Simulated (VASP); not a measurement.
A run of VASP 6.6.1 is set up as follows.

The input INCAR:

```
PREC = Accurate ; ENCUT = 600
EDIFF = 1E-7 ; ISMEAR = 0
SIGMA = 0.1 ; LREAL = False
LASPH = True ; NELM = 80
ALGO = Normal ; ISIF = 3
LWAVE = False ; LCHARG = False
GGA = PE ; IBRION = 2
NSW = 90 ; EDIFFG = -0.04
```

KPOINTS

```
regular mesh
0
Gamma
  3 3 6
```

File POSCAR:

```
Cs2Zn
1.0
    5.7772782763      0.0000000000      0.0000000000
   -2.8886391382      5.0032697521      0.0000000000
    0.0000000000      0.0000000000      3.6725612076
Cs Zn
2 1
Direct
    0.3333333333      0.6666666667      0.5000000000
    0.6666666667      0.3333333333      0.5000000000
    0.0000000000      0.0000000000      0.0000000000
```

Potentials or basis: VASP PAW PBE potentials, release 64 (Cs_sv, Zn).

Command:

```console
$ cat potpaw_PBE.64/Cs_sv/POTCAR potpaw_PBE.64/Zn/POTCAR > POTCAR
$ mpirun -np 1 vasp_std > vasp.out
```

**Question.** Estimate the band gap on the k mesh.

**Answer.** Zero (bands 15 and 16 overlap by 1.07 eV).

**Question.** Predict the space group after relaxing (to 0.1 Å).

**Answer.** P6/mmm (No. 191).

**Question.** Predict the relaxed volume.

**Answer.** 65.35 Å³/atom.

Step by step:
| step | energy change (eV) | largest force (eV/Å) | pressure (GPa) | volume (Å³) |
| --- | --- | --- | --- | --- |
| 1 | 0.0000 | 0.0000 | 5.40 | 106.16 |
| 2 | -0.4192 | 0.0000 | 2.06 | 125.55 |
| 3 | -0.5849 | 0.0000 | 1.20 | 142.23 |
| 4 | -0.6896 | 0.0000 | 0.07 | 179.82 |
| 5 | -0.6896 | 0.0000 | 0.08 | 178.09 |
| 6 | -0.7077 | 0.0000 | 0.08 | 180.26 |
| 7 | -0.7309 | 0.0000 | 0.12 | 185.61 |
| 8 | -0.7317 | 0.0000 | 0.12 | 187.00 |
| 9 | -0.7318 | 0.0000 | 0.12 | 186.76 |
| 10 | -0.7339 | 0.0000 | 0.08 | 190.24 |
| 11 | -0.7352 | 0.0000 | 0.00 | 196.05 |

Caveat: the k points lie up to 0.35 Å⁻¹ apart in the final cell, too coarse for converged energies and pressures of a metal; the volume moved by over 15 % at a fixed basis, so the end points are rough; spin-orbit coupling is left out, which moves the levels of the heavy elements.
